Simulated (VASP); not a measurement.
# Si (Imma) in VASP: further runs

Si is run at these levels: LDA; tasks: single point.

All numbers are computed with VASP 6.6.1; they aren't measurements. Logs are shortened: lines on timing, memory, paths and dates and some standing lists are left out, and cuts for length are marked.

### 1 The cell of the first run

It takes space group Imma (No. 74, orthorhombic). The conventional cell has a = 4.488 Å, b = 4.779 Å, c = 2.543 Å, α = 90.00°, β = 90.00°, γ = 90.00°. Within 3.7 Å of Si (site symmetry mm2) lie 20 Si at 2.40 to 3.68 Å.

### 2 Single point, LDA

The input, INCAR:

```
SYSTEM = Si
PREC     = Accurate       ! precision mode
ENCUT    = 520            ! plane-wave cutoff, eV
EDIFF    = 1E-6           ! SCF threshold, eV
ISMEAR   = 0              ! smearing method
SIGMA    = 0.03           ! smearing width, eV
LREAL    = .False.        ! projectors in reciprocal space
LASPH    = .True.         ! aspherical terms in the spheres
NELM     = 60             ! most SCF steps
ALGO     = Normal         ! electronic algorithm
ISIF     = 2              ! what is computed and relaxed
LWAVE    = .False.        ! write WAVECAR
LCHARG   = .False.        ! write CHGCAR
GGA      = CA             ! functional
NBANDS   = 11             ! bands
```

The input, KPOINTS:

```
regular mesh
0
Gamma
  24 24 24
  0 0 0
```

The input, POSCAR:

```
Si
1.0
   -2.3893864565      2.2438663577      1.2714368120
    2.3893864565     -2.2438663577      1.2714368120
    2.3893864565      2.2438663577     -1.2714368120
Si
2
Direct
   -0.0239194707     -0.0239194707      0.0000000000
    0.8739194707      0.3739194707      0.5000000000
```

Potentials or basis: VASP PAW LDA potentials, release 64 (Si).

Command:

```console
cat potpaw_LDA.64/Si/POTCAR > POTCAR
mpirun -np 1 vasp_std > vasp.out
```

OUTCAR:

```text
SYSTEM = Si
   PREC = Accurate
   ENCUT = 520
   EDIFF = 1E-6
   ISMEAR = 0
   LREAL = .False.
   LASPH = .True.
   NELM = 60
   ISIF = 2
   GGA = CA

 ion  position               nearest neighbor table
   1  0.976  0.976  0.000-   2 2.40   2 2.40   2 2.46   2 2.46   2 2.72   2 2.72
   2  0.874  0.374  0.500-   1 2.40   1 2.40   1 2.46   1 2.46   1 2.72   1 2.72

  LATTYP: Found a body centered orthorhombic cell.
 ALAT       =     2.5428736240
 B/A-ratio  =     1.7648272698
 C/A-ratio  =     1.8792805383

  Lattice vectors:

 A1 = (  -2.3893864565,   2.2438663577,  -1.2714368120)
 A2 = (  -2.3893864565,  -2.2438663577,   1.2714368120)
 A3 = (   2.3893864565,   2.2438663577,   1.2714368120)

Analysis of symmetry for initial positions (statically):
=====================================================================
 Subroutine PRICEL returns:
 Original cell was already a primitive cell.

 Routine SETGRP: Setting up the symmetry group for a
 body centered orthorhombic supercell.

 Subroutine GETGRP returns: Found  8 space group operations
 (whereof  4 operations were pure point group operations)
 out of a pool of  8 trial point group operations.

The static configuration has the point symmetry C_2v.
 The point group associated with its full space group is D_2h.

Analysis of symmetry for dynamics (positions and initial velocities):
=====================================================================
 Subroutine PRICEL returns:
 Original cell was already a primitive cell.

 Routine SETGRP: Setting up the symmetry group for a
 body centered orthorhombic supercell.

 Subroutine GETGRP returns: Found  8 space group operations
 (whereof  4 operations were pure point group operations)
 out of a pool of  8 trial point group operations.

The dynamic configuration has the point symmetry C_2v.
 The point group associated with its full space group is D_2h.

 Subroutine INISYM returns: Found  8 space group operations
 (whereof  4 operations are pure point group operations),
 and found     1 'primitive' translations

----------------------------------------------------------------------------------------

                                     Primitive cell

  volume of cell :      27.2671

  direct lattice vectors                    reciprocal lattice vectors
    -2.389386457  2.243866358  1.271436812     0.000000000  0.222829670  0.393255878
     2.389386457 -2.243866358  1.271436812     0.209258740  0.000000000  0.393255878
     2.389386457  2.243866358 -1.271436812     0.209258740  0.222829670  0.000000000

  length of vectors
     3.515772381  3.515772381  3.515772381     0.451999168  0.445465381  0.305683304

  position of ions in fractional coordinates (direct lattice)
     0.976080529  0.976080529  0.000000000
     0.873919471  0.373919471  0.500000000

  ion indices of the primitive-cell ions
   primitive index   ion index
                 1           1
                 2           2

----------------------------------------------------------------------------------------

 KPOINTS: regular mesh

Automatic generation of k-mesh.
 Grid dimensions read from file:
 generate k-points for:   24   24   24

 Generating k-lattice:

  Cartesian coordinates                     Fractional coordinates (reciprocal lattice)
     0.000000000  0.009284570  0.016385662     0.041666667  0.000000000 -0.000000000
     0.008719114  0.000000000  0.016385662     0.000000000  0.041666667 -0.000000000
     0.008719114  0.009284570  0.000000000     0.000000000  0.000000000  0.041666667

  Length of vectors
     0.018833299  0.018561058  0.012736804

  Shift w.r.t. Gamma in fractional coordinates (k-lattice)
     0.000000000  0.000000000  0.000000000

 Subroutine IBZKPT returns following result:
 ===========================================

 Found   1963 irreducible k-points:

 Following reciprocal coordinates:
            Coordinates               Weight
  0.000000  0.000000  0.000000      1.000000
  0.041667  0.000000 -0.000000      4.000000
  0.083333 -0.000000  0.000000      4.000000
  0.125000  0.000000 -0.000000      4.000000
  0.166667  0.000000 -0.000000      4.000000
  0.208333  0.000000 -0.000000      4.000000
[... 16 lines left out ...]
  0.375000  0.041667 -0.000000      8.000000
  0.416667  0.041667  0.000000      8.000000
 [... further k-points ...]
   k-points           NKPTS =   1963   k-points in BZ     NKDIM =   1963   number of bands    NBANDS=     11
   number of dos      NEDOS =    301   number of ions     NIONS =      2
   total plane-waves  NPLWV =  21952
   dimension x,y,z NGX =    28 NGY =   28 NGZ =   28
   dimension x,y,z NGXF=    56 NGYF=   56 NGZF=   56
   ions per type =               2
   NGX,Y,Z   is equivalent  to a cutoff of  13.24, 13.24, 13.24 a.u.
   NGXF,Y,Z  is equivalent  to a cutoff of  26.48, 26.48, 26.48 a.u.
 SYSTEM =  Si
   PREC   = accura    normal or accurate (medium, high low for compatibility)
   ISTART =      0    job   : 0-new  1-cont  2-samecut
   ICHARG =      2    charge: 1-file 2-atom 10-const
   ISPIN  =      1    spin polarized calculation?
   LNONCOLLINEAR =      F non collinear calculations
   LSORBIT =      F    spin-orbit coupling
   LASPH  =      T    aspherical Exc in radial PAW
   ENCUT  =  520.0 eV  38.22 Ry    6.18 a.u.   6.54  6.54  6.54*2*pi/ulx,y,z
   NELM   =     60;   NELMIN=  2; NELMDL= -5     # of ELM steps
   EDIFF  = 0.1E-05   stopping-criterion for ELM
   LREAL  =      F    real-space projection
   EDIFFG = 0.1E-04   stopping-criterion for IOM
   NSW    =      0    number of steps for IOM
   IBRION =     -1    ionic relax: 0-MD 1-quasi-New 2-CG
   NFREE  =      0    steps in history (QN), initial steepest desc. (CG)
   ISIF   =      2    stress and relaxation
   ISYM   =      2    0-nonsym 1-usesym 2-fastsym
   POTIM  = 0.5000    time-step for ionic-motion
   TEBEG  =    0.0;   TEEND  =   0.0 temperature during run
   PSTRESS=    0.0 pullay stress
   NELECT =       8.0000    total number of electrons
   NUPDOWN=      -1.0000    fix difference up-down
   EMIN   =  10.00;   EMAX   =-10.00  energy-range for DOS
   EFERMI =   0.00;   METHOD = LEGACY
   ISMEAR =     0;   SIGMA  =   0.03  broadening in eV -4-tet -1-fermi 0-gaus
   EFERMI_NEDOS =   21; number of points for ismear=-14 and -15
   IALGO  =     38    algorithm
   IMIX   =      4    mixing-type and parameters
     AMIX     =   0.40;   BMIX     =  1.00
     AMIX_MAG =   1.60;   BMIX_MAG =  1.00
  volume/ion in A,a.u.               =      13.63        92.00
  Fermi-wavevector in a.u.,A,eV,Ry     =   1.087824  2.055690 16.100615  1.183362
  Thomas-Fermi vector in A             =   2.223992
   LORBIT       =      0    0 simple, 1 ext, 2 COOP (PROOUT), +10 PAW based schemes
   GGA     = CA    functional components
   LHFCALC =     F    Hartree Fock is set to
   AEXX    =    0.0000 exact exchange contribution
   IVDW    =     0    specifies the selected vdW correction
   LEPSILON=     F    determine dielectric tensor
   LRPA    =     F    only Hartree local field effects (RPA)
 non-spin polarized calculation
 Gauss-broadening in eV      SIGMA  =   0.03
  energy-cutoff  :      520.00
  volume of cell :       27.27
 maximum number of plane-waves:       765
 NGX is ok and might be reduce to    28
   NGX = 13   NGY = 13   NGZ = 13

 number of electron       8.0000000 magnetization

 Free energy of the ion-electron system (eV)
  ---------------------------------------------------
  ext. energy  EPLUGINS =         0.00000000
  ---------------------------------------------------
  free energy    TOTEN  =       -11.42548216 eV

  energy without entropy =      -11.42518910  energy(sigma->0) =      -11.42533563

 E-fermi :  10.6287     XC(G=0): -11.4424

 val. band max:       10.6284988837   @ k =  -0.3750   0.1250   0.0000
 cond. band min:      10.6315894986   @ k =   0.3333   0.1667  -0.0000
 fundamental gap:      0.0030906149
 Fermi energy:        10.6286608427

 k-point     1 :       0.0000    0.0000    0.0000
  band No.  band energies     occupation
      1      -4.1102      2.00000
      2       7.5624      2.00000
      3       8.2285      2.00000
      4       8.8337      2.00000
      5      11.7599      0.00000
      6      18.3140      0.00000
      7      19.3210      0.00000
      8      20.4869      0.00000
      9      21.2912      0.00000
     10      21.4424      0.00000
     11      22.7431      0.00000

 k-point     2 :       0.0417    0.0000   -0.0000
  band No.  band energies     occupation
      1      -4.0590      2.00000
      2       7.3984      2.00000
      3       8.1811      2.00000
      4       9.0866      2.00000
      5      11.8989      0.00000
      6      18.1514      0.00000
      7      19.3489      0.00000
      8      19.7617      0.00000
      9      20.9507      0.00000
     10      21.2303      0.00000
     11      23.0998      0.00000

 k-point     3 :       0.0833   -0.0000    0.0000
  band No.  band energies     occupation
      1      -3.9054      2.00000
      2       7.0982      2.00000
      3       8.0638      2.00000
      4       9.6512      2.00000
      5      12.2888      0.00000
      6      17.5849      0.00000
      7      18.5464      0.00000
      8      19.4122      0.00000
      9      20.2167      0.00000
     10      20.4362      0.00000
     11      21.8738      0.00000

 k-point     4 :       0.1250    0.0000   -0.0000
  band No.  band energies     occupation
      1      -3.6496      2.00000
      2       6.8236      2.00000
      3       7.9265      2.00000
      4      10.3581      2.00000
      5      12.8719      0.00000
      6      16.4967      0.00000
      7      17.3012      0.00000
      8      19.3579      0.00000
      9      19.3905      0.00000
     10      19.7493      0.00000
     11      20.7382      0.00000

 k-point     5 :       0.1667    0.0000   -0.0000
  band No.  band energies     occupation
      1      -3.2922      2.00000
      2       6.6194      2.00000
      3       7.8112      2.00000
      4      11.1385      0.00000
      5      13.5844      0.00000
      6      15.0374      0.00000
      7      16.1266      0.00000
      8      18.6554      0.00000
      9      18.6735      0.00000
     10      19.2167      0.00000
     11      20.4092      0.00000
[... 211 lines left out ...]
 k-point    21 :       0.2917    0.0417    0.0000
  band No.  band energies     occupation
      1      -1.0348      2.00000
      2       6.8976      2.00000
      3       8.3267      2.00000
      4       8.9213      2.00000
      5      11.2505      0.00000
      6      13.6587      0.00000
      7      15.1890      0.00000
      8      16.3993      0.00000
      9      17.9336      0.00000
     10      18.0465      0.00000
     11      21.8979      0.00000

 k-point    22 :       0.3333    0.0417   -0.0000
  band No.  band energies     occupation
      1      -0.2069      2.00000
      2       7.0430      2.00000
      3       7.4971      2.00000
      4       8.4296      2.00000
      5      10.4646      2.00000
      6      12.9503      0.00000
      7      15.9803      0.00000
      8      16.3496      0.00000
      9      17.8039      0.00000
     10      19.1912      0.00000
     11      22.5527      0.00000

 k-point    23 :       0.3750    0.0417   -0.0000
  band No.  band energies     occupation
      1       0.7148      2.00000
      2       6.0042      2.00000
      3       7.3991      2.00000
      4       8.4653      2.00000
      5       9.8208      2.00000
      6      12.3467      0.00000
      7      15.7651      0.00000
      8      17.2712      0.00000
      9      17.8857      0.00000
     10      20.5257      0.00000
     11      23.2802      0.00000

 k-point    24 :       0.4167    0.0417    0.0000
  band No.  band energies     occupation
      1       1.7237      2.00000
      2       4.6972      2.00000
      3       7.6436      2.00000
      4       8.3424      2.00000
      5       9.4555      2.00000
      6      11.9621      0.00000
      7      15.5948      0.00000
      8      17.3887      0.00000
      9      18.8707      0.00000
     10      21.8787      0.00000
     11      24.0202      0.00000

 [... further k-points ...]

------------------------ aborting loop because EDIFF is reached ----------------------------------------

  FORCE on cell =-STRESS in cart. coord.  units (eV):
  Direction    XX          YY          ZZ          XY          YZ          ZX
  --------------------------------------------------------------------------------------
  -------------------------------------------------------------------------------------
  Total        1.7286008      1.7191537      1.7201422      0.0000000      0.0000000      0.0000000
  in kB      101.5703932    101.0152921    101.0733755      0.0000000      0.0000000      0.0000000
  external PRESSURE =     101.2196870 kB  Pullay stress =       0.0000000 kB

 VOLUME and BASIS-vectors are now :
 -----------------------------------------------------------------------------
  energy-cutoff  :      520.00
  volume of cell :       27.27
      direct lattice vectors                 reciprocal lattice vectors
    -2.389386457  2.243866358  1.271436812     0.000000000  0.222829670  0.393255878
     2.389386457 -2.243866358  1.271436812     0.209258740  0.000000000  0.393255878
     2.389386457  2.243866358 -1.271436812     0.209258740  0.222829670  0.000000000

 POSITION                                       TOTAL-FORCE (eV/Angst)
 -----------------------------------------------------------------------------------
      0.00000      0.00000      2.48205        -0.000000      0.000000      0.000257
      0.00000      2.24387      0.95083         0.000000     -0.000000     -0.000257
 -----------------------------------------------------------------------------------
    total drift:                               -0.000000     -0.000000     -0.000006

  FREE ENERGIE OF THE ION-ELECTRON SYSTEM (eV)
  ---------------------------------------------------
  free  energy   TOTEN  =       -11.4254821559 eV

  energy  without entropy=      -11.4251891014  energy(sigma->0) =      -11.42533563
```

It took 6.5 min on 1 thread of Intel Xeon Platinum 8259CL at 2.50GHz (Skylake/Cascade Lake), shared host; peak memory 0.53 GiB.

Results:

```
Free energy            : -11.4255 eV
Pressure               : 10.1 GPa
Band gap on the k mesh : zero (bands 4 and 5 overlap by 7.97 eV)
```

Levels at points of the mesh, in eV from the Fermi level:
```csv
k point,band 1,band 2,band 3,band 4,band 5,band 6,band 7,band 8,band 9
"(0.00, 0.00, 0.00)",-14.74,-3.07,-2.40,-1.79,1.13,7.69,8.69,9.86,10.66
"(0.50, 0.00, 0.00)",-7.77,-7.24,-2.93,-2.13,-1.53,1.14,5.26,6.36,9.36
"(0.00, 0.50, 0.00)",-7.88,-7.60,-1.70,-1.27,-1.26,0.02,4.70,5.04,10.08
"(0.50, 0.50, 0.00)",-11.42,-11.42,0.05,0.05,2.93,2.93,8.70,8.70,10.52
"(0.50, 0.50, 0.50)",-9.35,-8.07,-7.65,-7.33,5.82,6.65,13.75,14.69,14.78
```

Caveat: the cell stands under pressure.

### 3 Single point, LDA

This run uses another cell than the first one, of 13.92 Å³/atom.

The input, INCAR:

```
SYSTEM = Si
PREC     = Accurate       ! precision mode
ENCUT    = 500            ! plane-wave cutoff, eV
EDIFF    = 1E-6           ! SCF threshold, eV
ISMEAR   = 0              ! smearing method
SIGMA    = 0.03           ! smearing width, eV
LREAL    = .FALSE.        ! projectors in reciprocal space
LASPH    = .TRUE.         ! aspherical terms in the spheres
NELM     = 120            ! most SCF steps
ALGO     = Normal         ! electronic algorithm
ISIF     = 2              ! what is computed and relaxed
LWAVE    = .FALSE.        ! write WAVECAR
LCHARG   = .FALSE.        ! write CHGCAR
NBANDS   = 11             ! bands
GGA_COMPAT= .FALSE.
```

The input, KPOINTS:

```
Automatic mesh
0
G
  24 24 24
  0 0 0
```

The input, POSCAR:

```
Si
1.0
   -2.3681070291      2.3022167645      1.2768494637
    2.3681070291     -2.3022167645      1.2768494637
    2.3681070291      2.3022167645     -1.2768494637
Si
2
Direct
    0.0191056425      0.0191056425      0.0000000000
    0.8308943575      0.3308943575      0.5000000000
```

Potentials or basis: VASP PAW LDA potentials, release 64 (Si).

Command:

```console
cat potpaw_LDA.64/Si/POTCAR > POTCAR
mpirun -np 1 vasp_std > vasp.out
```

Wall time 7.6 min (1 thread of Oxide Virtual Turin-like, shared host); peak memory 0.48 GiB.

It converged, with:

| Property | Result |
| --- | --- |
| Free energy | -11.4587 eV |
| Pressure | 8.1 GPa |
| Band gap on the k mesh | zero (bands 4 and 5 overlap by 7.23 eV) |

Levels at points of the mesh, in eV from the Fermi level:
| k point | band 1 | band 2 | band 3 | band 4 | band 5 | band 6 | band 7 | band 8 | band 9 |
| --- | --- | --- | --- | --- | --- | --- | --- | --- | --- |
| (0.00, 0.00, 0.00) | -14.51 | -2.86 | -2.57 | -1.90 | 1.20 | 7.83 | 9.05 | 9.89 | 10.18 |
| (0.50, 0.00, 0.00) | -7.72 | -7.12 | -2.55 | -1.95 | -1.43 | 1.08 | 4.96 | 5.96 | 9.30 |
| (0.00, 0.50, 0.00) | -7.77 | -7.28 | -2.03 | -1.59 | -1.29 | 0.60 | 4.72 | 5.37 | 9.62 |
| (0.50, 0.50, 0.00) | -11.25 | -11.25 | 0.19 | 0.19 | 2.64 | 2.64 | 9.01 | 9.01 | 10.15 |
| (0.50, 0.50, 0.50) | -8.92 | -8.35 | -7.41 | -7.27 | 6.09 | 6.50 | 13.67 | 14.05 | 14.37 |

Caveat: the cell stands under pressure.

### 4 Single point, LDA

This run uses another cell than the first one, of 14.12 Å³/atom.

The input, INCAR:

```
SYSTEM = Si
PREC = Accurate ; ENCUT = 500
EDIFF = 1E-6 ; ISMEAR = 0
SIGMA = 0.03 ; LREAL = .False.
LASPH = .True. ; NELM = 120
ALGO = Normal ; ISIF = 2
LWAVE = .False. ; LCHARG = .False.
NBANDS = 11 ; GGA_COMPAT = .False.
```

The input, KPOINTS:

```
regular mesh
0
Gamma
  24 24 24
  0 0 0
```

The input, POSCAR:

```
Si
1.0
   -2.3751256174      2.3163217105      1.2832900303
    2.3751256174     -2.3163217105      1.2832900303
    2.3751256174      2.3163217105     -1.2832900303
Si
2
Direct
    0.0239513208      0.0239513208      0.0000000000
    0.8260486792      0.3260486792      0.5000000000
```

Command:

```console
cat potpaw_LDA.64/Si/POTCAR > POTCAR
mpirun -np 1 vasp_std > vasp.out
```

It took 6.8 min on 1 thread of Oxide Virtual Turin-like, shared host; peak memory 0.48 GiB.

It converged, with:

```
Free energy            : -11.4763 eV
Pressure               : 6.1 GPa
Band gap on the k mesh : zero (bands 4 and 5 overlap by 7.10 eV)
```

Levels at points of the mesh, in eV from the Fermi level:
```tsv
k point	band 1	band 2	band 3	band 4	band 5	band 6	band 7	band 8
(0.00, 0.00, 0.00)	-14.37	-2.81	-2.55	-1.94	1.27	7.80	8.98	9.73
(0.50, 0.00, 0.00)	-7.68	-7.04	-2.49	-1.90	-1.46	1.10	4.89	5.91
(0.00, 0.50, 0.00)	-7.72	-7.18	-2.03	-1.60	-1.31	0.69	4.66	5.37
(0.50, 0.50, 0.00)	-11.14	-11.14	0.21	0.21	2.61	2.61	8.93	8.93
(0.50, 0.50, 0.50)	-8.82	-8.33	-7.30	-7.18	6.06	6.42	13.50	13.84
```

Caveat: the cell stands under pressure.

### 5 The runs side by side

```csv
cell,cutoff (eV),gap on the mesh (eV),pressure (GPa)
"a = 3.516 Å, angles 94.4, 100.7, 137.6°, 2 atoms, atomic positions A",520,none,10.1
"a = 3.541 Å, angles 96.1, 98.9, 137.7°, 2 atoms, atomic positions B",500,none,8.1
"a = 3.557 Å, angles 96.2, 98.7, 137.7°, 2 atoms, atomic positions C",500,none,6.1
```

Alike in all rows: task single point; level LDA; potentials or basis VASP PAW LDA potentials, release 64 (Si); no spin polarisation; k mesh 24 × 24 × 24; smearing gaussian 0.03 eV.

Caveats: the cell stands under pressure.

Total energies depend on the potentials used, so only differences within one code and one set of settings carry meaning.
